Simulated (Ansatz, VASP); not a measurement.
**One calculation of Ge3W, two programs**

```
Ge W
1.0
     4.51449    0.00000    0.00000
     0.00000    4.51449    0.00000
     0.00000    0.00000    3.26983
Ge W
3 1
Direct
  0.00000 0.50000 0.50000
  0.50000 0.00000 0.50000
  0.50000 0.50000 0.00000
  0.00000 0.00000 0.00000
```

Alike in both runs: functional PBE; k mesh 12 × 12 × 12; occupations gaussian, width 0.1 eV; no spin polarisation.

Ansatz relaxed the structure, and its values are those at the end. VASP's run is a single point on that final structure, the one shown.

|  | VASP | Ansatz |
| --- | --- | --- |
| version | VASP 6.6.1 | Ansatz 0.2.0 |
| potentials or method | VASP PAW PBE potentials, release 64 (Ge_d, W_sv), cutoff 520 eV | scalar-relativistic, plane waves, PAW |
| valence electrons in the cell | 56 | 56 |

|  | VASP | Ansatz | Ansatz less VASP |
| --- | --- | --- | --- |
| gap on the k mesh at the Fermi level (eV) | none | none | - |
| pressure (GPa) | 0.1 | 0.0 | -0.05 |

A gap of «none» marks a metal or a gap that the smearing closes.

Spin-orbit coupling is off throughout.
